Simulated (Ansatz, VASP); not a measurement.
# Ta2Ru in VASP and in Ansatz

```
CELL_PARAMETERS angstrom
0.00000 3.08219 3.08219
3.08219 0.00000 3.08219
3.08219 3.08219 0.00000
ATOMIC_POSITIONS crystal
Ta 0.75000 0.75000 0.75000
Ta 0.25000 0.25000 0.25000
Ru 0.00000 0.00000 0.00000
```

Alike in both runs: functional PBE; k mesh 14 × 14 × 14; occupations gaussian, width 0.1 eV; no spin polarisation.

Ansatz relaxed the structure, and its values are those at the end. VASP's run is a single point on that final structure, the one shown.

```csv
,VASP,Ansatz
version,VASP 6.6.1,Ansatz 0.2.0
potentials or method,"VASP PAW PBE potentials, release 64 (Ta_pv, Ru_pv), cutoff 520 eV","scalar-relativistic, plane waves, PAW"
valence electrons in the cell,36,42
```

|  | VASP | Ansatz | Ansatz less VASP |
| --- | --- | --- | --- |
| gap on the k mesh at the Fermi level (eV) | none | none | - |
| pressure (GPa) | 0.0 | 0.0 | +0.01 |

A gap of «none» marks a metal or a gap that the smearing closes. With one functional, cell and mesh, what is left measures potentials, basis and numerics. VASP's potentials hold 36 valence electrons a cell and Ansatz's 42, so a difference there can come from the potentials and not from the codes.

Neither program's run includes spin-orbit coupling.
